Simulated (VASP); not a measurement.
# Te (C2/m) in VASP: notebook, part 3 of 3

VASP 6.6.1.

**6. Single point, PBEsol**

This run uses another cell than the first one, of 30.73 Å³/atom.

The input, INCAR:

```
  PREC = Accurate
  ENCUT = 520
  EDIFF = 1E-6
  ISMEAR = -1
  SIGMA = 0.05
  LREAL = F
  LASPH = T
  NELM = 60
  ALGO = Normal
  ISIF = 2
  LWAVE = F
  LCHARG = F
  GGA = PS
  NBANDS = 16
```

The input, KPOINTS:

```
Automatic mesh
0
Gamma
  7 7 5
```

The input, POSCAR:

```
Te
1.0
    3.7423024554     -2.1043494257      0.0000000000
    3.7423024554      2.1043494257      0.0000000000
   -0.0923660238      0.0000000000      5.8540953882
Te
3
Direct
    0.0000000000      0.0000000000      0.0000000000
    0.3094466100      0.3094466100      0.3388094900
    0.6905533900      0.6905533900      0.6611905100
```

Potentials or basis: VASP PAW PBE potentials, release 64 (Te).

Started as:

```sh
$ cat potpaw_PBE.64/Te/POTCAR > POTCAR
$ mpirun -np 1 vasp_std > vasp.out
```

OUTCAR:

```text
PREC = Accurate
   ENCUT = 520
   EDIFF = 1E-6
   ISMEAR = -1
   LREAL = F
   LASPH = T
   NELM = 60
   ISIF = 2
   GGA = PS

 ion  position               nearest neighbor table
   1  0.000  0.000  0.000-   2 3.03   3 3.03   3 3.24   3 3.24   2 3.24   2 3.24
   2  0.309  0.309  0.339-   3 2.97   3 2.97   1 3.03   1 3.24   1 3.24   3 3.40
   3  0.691  0.691  0.661-   2 2.97   2 2.97   1 3.03   1 3.24   1 3.24   2 3.40

  LATTYP: Found a base centered monoclinic cell.
 ALAT       =     7.4846049108
 B/A-ratio  =     0.5623140969
 C/A-ratio  =     0.7822489081
 COS(beta)  =    -0.0157760547

  Lattice vectors:

 A1 = (   3.7423024554,  -2.1043494257,   0.0000000000)
 A2 = (   3.7423024554,   2.1043494257,   0.0000000000)
 A3 = (  -0.0923660238,   0.0000000000,   5.8540953882)

Analysis of symmetry for initial positions (statically):
=====================================================================
 Subroutine PRICEL returns:
 Original cell was already a primitive cell.

 Routine SETGRP: Setting up the symmetry group for a
 base centered monoclinic supercell.

 Subroutine GETGRP returns: Found  4 space group operations
 (whereof  4 operations were pure point group operations)
 out of a pool of  4 trial point group operations.

The static configuration has the point symmetry C_2h.

Analysis of symmetry for dynamics (positions and initial velocities):
=====================================================================
 Subroutine PRICEL returns:
 Original cell was already a primitive cell.

 Routine SETGRP: Setting up the symmetry group for a
 base centered monoclinic supercell.

 Subroutine GETGRP returns: Found  4 space group operations
 (whereof  4 operations were pure point group operations)
 out of a pool of  4 trial point group operations.

The dynamic configuration has the point symmetry C_2h.

 Subroutine INISYM returns: Found  4 space group operations
 (whereof  4 operations are pure point group operations),
 and found     1 'primitive' translations

----------------------------------------------------------------------------------------

                                     Primitive cell

  volume of cell :      92.2033

  direct lattice vectors                    reciprocal lattice vectors
     3.742302455 -2.104349426  0.000000000     0.133607587 -0.237603125  0.002108063
     3.742302455  2.104349426  0.000000000     0.133607587  0.237603125  0.002108063
    -0.092366024  0.000000000  5.854095388     0.000000000  0.000000000  0.170820585

  length of vectors
     4.293380274  4.293380274  5.854824019     0.272599846  0.272599846  0.170820585

  position of ions in fractional coordinates (direct lattice)
     0.000000000  0.000000000  0.000000000
     0.309446610  0.309446610  0.338809490
     0.690553390  0.690553390  0.661190510

  ion indices of the primitive-cell ions
   primitive index   ion index
                 1           1
                 2           2
                 3           3

----------------------------------------------------------------------------------------

 KPOINTS: Automatic mesh

Automatic generation of k-mesh.
 Grid dimensions read from file:
 generate k-points for:    7    7    5

 Generating k-lattice:

  Cartesian coordinates                     Fractional coordinates (reciprocal lattice)
     0.019086798 -0.033943304  0.000301152     0.142857143  0.000000000  0.000000000
     0.019086798  0.033943304  0.000301152     0.000000000  0.142857143  0.000000000
     0.000000000  0.000000000  0.034164117     0.000000000  0.000000000  0.200000000

  Length of vectors
     0.038942835  0.038942835  0.034164117

  Shift w.r.t. Gamma in fractional coordinates (k-lattice)
     0.000000000  0.000000000  0.000000000

 Subroutine IBZKPT returns following result:
 ===========================================

 Found     72 irreducible k-points:

 Following reciprocal coordinates:
            Coordinates               Weight
  0.000000  0.000000  0.000000      1.000000
  0.142857  0.000000 -0.000000      4.000000
  0.285714 -0.000000 -0.000000      4.000000
  0.428571 -0.000000  0.000000      4.000000
  0.142857  0.142857 -0.000000      2.000000
  0.285714  0.142857  0.000000      4.000000
[... 16 lines left out ...]
 -0.142857  0.000000  0.200000      4.000000
  0.142857  0.142857  0.200000      2.000000
 [... further k-points ...]
   k-points           NKPTS =     72   k-points in BZ     NKDIM =     72   number of bands    NBANDS=     16
   number of dos      NEDOS =    301   number of ions     NIONS =      3
   total plane-waves  NPLWV =  49152
   dimension x,y,z NGX =    32 NGY =   32 NGZ =   48
   dimension x,y,z NGXF=    64 NGYF=   64 NGZF=   96
   ions per type =               3
   NGX,Y,Z   is equivalent  to a cutoff of  12.39, 12.39, 13.63 a.u.
   NGXF,Y,Z  is equivalent  to a cutoff of  24.78, 24.78, 27.26 a.u.
 SYSTEM =  unknown system
   PREC   = accura    normal or accurate (medium, high low for compatibility)
   ISTART =      0    job   : 0-new  1-cont  2-samecut
   ICHARG =      2    charge: 1-file 2-atom 10-const
   ISPIN  =      1    spin polarized calculation?
   LNONCOLLINEAR =      F non collinear calculations
   LSORBIT =      F    spin-orbit coupling
   LASPH  =      T    aspherical Exc in radial PAW
   ENCUT  =  520.0 eV  38.22 Ry    6.18 a.u.   7.98  7.98 10.89*2*pi/ulx,y,z
   NELM   =     60;   NELMIN=  2; NELMDL= -5     # of ELM steps
   EDIFF  = 0.1E-05   stopping-criterion for ELM
   LREAL  =      F    real-space projection
   EDIFFG = 0.1E-04   stopping-criterion for IOM
   NSW    =      0    number of steps for IOM
   IBRION =     -1    ionic relax: 0-MD 1-quasi-New 2-CG
   NFREE  =      0    steps in history (QN), initial steepest desc. (CG)
   ISIF   =      2    stress and relaxation
   ISYM   =      2    0-nonsym 1-usesym 2-fastsym
   POTIM  = 0.5000    time-step for ionic-motion
   TEBEG  =    0.0;   TEEND  =   0.0 temperature during run
   PSTRESS=    0.0 pullay stress
   NELECT =      18.0000    total number of electrons
   NUPDOWN=      -1.0000    fix difference up-down
   EMIN   =  10.00;   EMAX   =-10.00  energy-range for DOS
   EFERMI =   0.00;   METHOD = LEGACY
   ISMEAR =    -1;   SIGMA  =   0.05  broadening in eV -4-tet -1-fermi 0-gaus
   EFERMI_NEDOS =   21; number of points for ismear=-14 and -15
   IALGO  =     38    algorithm
   IMIX   =      4    mixing-type and parameters
     AMIX     =   0.40;   BMIX     =  1.00
     AMIX_MAG =   1.60;   BMIX_MAG =  1.00
  volume/ion in A,a.u.               =      30.73       207.41
  Fermi-wavevector in a.u.,A,eV,Ry     =   0.949694  1.794661 12.271337  0.901918
  Thomas-Fermi vector in A             =   2.078000
   LORBIT       =      0    0 simple, 1 ext, 2 COOP (PROOUT), +10 PAW based schemes
   GGA     = PS    functional components
   LHFCALC =     F    Hartree Fock is set to
   AEXX    =    0.0000 exact exchange contribution
   IVDW    =     0    specifies the selected vdW correction
   LEPSILON=     F    determine dielectric tensor
   LRPA    =     F    only Hartree local field effects (RPA)
 non-spin polarized calculation
  energy-cutoff  :      520.00
  volume of cell :       92.20
 maximum number of plane-waves:      2505
   NGX = 15   NGY = 15   NGZ = 21

 number of electron      18.0000001 magnetization

 Free energy of the ion-electron system (eV)
  ---------------------------------------------------
  ext. energy  EPLUGINS =         0.00000000
  ---------------------------------------------------
  free energy    TOTEN  =       -10.48558110 eV

  energy without entropy =      -10.47794384  energy(sigma->0) =      -10.48176247

 E-fermi :   7.1720     XC(G=0):  -9.6953

 val. band max:        7.1703973195   @ k =   0.4286   0.2857   0.2000
 cond. band min:       7.1921629519   @ k =   0.0000   0.0000   0.4000
 fundamental gap:      0.0217656324
 Fermi energy:         7.1720183381

 k-point     1 :       0.0000    0.0000    0.0000
  band No.  band energies     occupation
      1      -7.0474      2.00000
      2      -3.5572      2.00000
      3      -3.3869      2.00000
      4       4.2362      2.00000
      5       4.2475      2.00000
      6       4.8711      2.00000
[... 433 lines left out ...]
      3      -2.3277      2.00000
      4       2.9320      2.00000
      5       4.0187      2.00000
      6       4.4180      2.00000
[... 8 lines left out ...]
     15      12.5717      0.00000
     16      12.9567      0.00000

 [... further k-points ...]

------------------------ aborting loop because EDIFF is reached ----------------------------------------

  FORCE on cell =-STRESS in cart. coord.  units (eV):
  Direction    XX          YY          ZZ          XY          YZ          ZX
  --------------------------------------------------------------------------------------
  -------------------------------------------------------------------------------------
  Total        0.6390418      0.8880492      1.2034340      0.0000000      0.0000000     -0.0067017
  in kB       11.1043550     15.4312495     20.9115558      0.0000000      0.0000000     -0.1164530
  external PRESSURE =      15.8157201 kB  Pullay stress =       0.0000000 kB

 VOLUME and BASIS-vectors are now :
 -----------------------------------------------------------------------------
  energy-cutoff  :      520.00
  volume of cell :       92.20
      direct lattice vectors                 reciprocal lattice vectors
     3.742302455 -2.104349426  0.000000000     0.133607587 -0.237603125  0.002108063
     3.742302455  2.104349426  0.000000000     0.133607587  0.237603125  0.002108063
    -0.092366024  0.000000000  5.854095388     0.000000000  0.000000000  0.170820585

 POSITION                                       TOTAL-FORCE (eV/Angst)
 -----------------------------------------------------------------------------------
      0.00000      0.00000      0.00000         0.000000      0.000000      0.000000
      2.28479      0.00000      1.98342         0.267925     -0.000000     -0.100852
      5.10745      0.00000      3.87067        -0.267925     -0.000000      0.100852
 -----------------------------------------------------------------------------------
    total drift:                                0.000000     -0.000000     -0.000000

  FREE ENERGIE OF THE ION-ELECTRON SYSTEM (eV)
  ---------------------------------------------------
  free  energy   TOTEN  =       -10.4855811014 eV

  energy  without entropy=      -10.4779438368  energy(sigma->0) =      -10.48176247
```

OSZICAR:

```text
N       E                     dE             d eps       ncg     rms          rms(c)
DAV:   1     0.667888156783E+02    0.66789E+02   -0.65459E+03  2304   0.898E+02
DAV:   2    -0.652031778106E+01   -0.73309E+02   -0.69269E+02  3176   0.137E+02
DAV:   3    -0.104505331233E+02   -0.39302E+01   -0.39084E+01  2800   0.341E+01
DAV:   4    -0.105065641565E+02   -0.56031E-01   -0.56024E-01  3312   0.493E+00
DAV:   5    -0.105076016132E+02   -0.10375E-02   -0.10375E-02  3008   0.605E-01    0.148E+01
DAV:   6    -0.104886634829E+02    0.18938E-01   -0.30740E-02  2952   0.969E-01    0.903E+00
DAV:   7    -0.104858257835E+02    0.28377E-02   -0.22378E-02  3072   0.854E-01    0.433E-01
DAV:   8    -0.104857016247E+02    0.12416E-03   -0.18600E-03  2920   0.251E-01    0.164E-01
DAV:   9    -0.104855798040E+02    0.12182E-03   -0.30221E-04  3128   0.993E-02    0.578E-02
DAV:  10    -0.104855830081E+02   -0.32041E-05   -0.78535E-05  3008   0.453E-02    0.186E-02
DAV:  11    -0.104855811181E+02    0.18900E-05   -0.12170E-05  2768   0.193E-02    0.652E-03
DAV:  12    -0.104855811014E+02    0.16716E-07   -0.82618E-07  1688   0.558E-03
   1 F= -.10485581E+02 E0= -.10481762E+02  d E =-.763726E-02
```

stdout:

```text
POSCAR found type information on POSCAR Te
 POSCAR found :  1 types and       3 ions
 scaLAPACK will be used
 -----------------------------------------------------------------------------
|                                                                             |
|                                                                             |
|     You enforced a specific xc type in the INCAR file but a different       |
|     I HOPE YOU KNOW WHAT YOU ARE DOING!                                     |
|                                                                             |
 -----------------------------------------------------------------------------

 LDA part: xc-table for (Slater+PW92), standard interpolation
 POSCAR, INCAR and KPOINTS ok, starting setup
 FFT: planning ... GRIDC
 FFT: planning ... GRID_SOFT
 FFT: planning ... GRID
 WAVECAR not read
 entering main loop
```

Run time: 34 s. Hardware: 1 thread of Intel Xeon 6975P-C (Granite Rapids), shared host; peak memory 0.25 GiB.

What came out:

```yaml
Free_energy: -10.4856 eV
Pressure: 1.6 GPa
Largest_force: 0.286 eV/Å
Band_gap_on_the_k_mesh: zero (bands 9 and 10 overlap by 0.03 eV)
```

Forces on the atoms (eV/Å):
```
Te   0.000  0.000  0.000
Te   0.268  0.000 -0.101
Te  -0.268  0.000  0.101
```

Stress tensor (GPa, compression positive):
```
 1.11  0.00 -0.01
 0.00  1.54  0.00
-0.01  0.00  2.09
```

Levels at points of the mesh, in eV from the Fermi level:
```
           k point  band 6  band 7  band 8  band 9  band 10  band 11  band 12  band 13
(0.00, 0.00, 0.00)   -2.30   -2.13   -1.80   -1.60     1.00     1.04     1.59     4.51
```

Caveat: the PAW data sets were made with another functional, which shifts forces and pressure a little; spin-orbit coupling is left out, which moves the levels of the heavy elements.

**7. Summary**

| task | level | spin | cell | k mesh | cutoff (eV) | gap on the mesh (eV) | pressure (GPa) | relaxed volume (Å³/atom) | largest force (eV/Å) |
| --- | --- | --- | --- | --- | --- | --- | --- | --- | --- |
| relaxation of cell and atoms | PBEsol+D3(BJ) | off | relaxed from a = 4.383, b = 4.383, c = 5.977 Å, angles 90.8, 90.8, 58.7°, 3 atoms | 7 × 7 × 5 | 600 | none | 0.0 | 29.70 | 0.01 |
| relaxation of cell and atoms | PBEsol+D4 | off | relaxed from a = 4.383, b = 4.383, c = 5.977 Å, angles 90.8, 90.8, 58.7°, 3 atoms | 7 × 7 × 5 | 600 | none | 0.0 | 30.31 | 0.01 |
| single point | PBEsol | off | a = 4.383, b = 4.383, c = 5.977 Å, angles 90.8, 90.8, 58.7°, 3 atoms | 5 × 5 × 4 | 520 | none | -1.8 | - | 0.02 |
| single point | PBEsol | non-collinear, zero start, SOC | a = 4.383, b = 4.383, c = 5.977 Å, angles 90.8, 90.8, 58.7°, 3 atoms | 5 × 5 × 4 | 520 | - | -1.5 | - | 0.04 |
| single point | PBEsol | off | a = 4.293, b = 4.293, c = 5.855 Å, angles 90.8, 90.8, 58.7°, 3 atoms | 7 × 7 × 5 | 520 | none | 1.6 | - | 0.29 |

Alike in all rows: potentials or basis VASP PAW PBE potentials, release 64 (Te); smearing fermi-dirac 0.05 eV.

Caveats: the PAW data sets were made with another functional, which shifts forces and pressure a little; spin-orbit coupling is left out, which moves the levels of the heavy elements (at least some runs).

Total energies depend on the potentials used, so only differences within one code and one set of settings carry meaning.
